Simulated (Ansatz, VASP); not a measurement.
**Mo: VASP beside Ansatz**

```xyz
1
Lattice="0.0000 2.0083 2.0083 2.0083 0.0000 2.0083 2.0083 2.0083 0.0000" Properties=species:S:1:pos:R:3 pbc="T T T"
Mo    0.0000    0.0000    0.0000
```

Alike in both runs: task single point; functional revPBE; k mesh 15 × 15 × 15; occupations fermi-dirac, width 0.1 eV; no spin polarisation.

|  | VASP | Ansatz |
| --- | --- | --- |
| version | VASP 6.6.1 | Ansatz 0.2.0 |
| potentials or method | VASP PAW PBE potentials, release 64 (Mo_sv), cutoff 520 eV | plane waves (420 eV) with PAW, scalar-relativistic |
| valence electrons in the cell | 14 | 14 |

|  | VASP | Ansatz | Ansatz less VASP |
| --- | --- | --- | --- |
| pressure (GPa) | 0.7 | 0.3 | -0.45 |

VASP's potentials were made for PBE, not for revPBE.
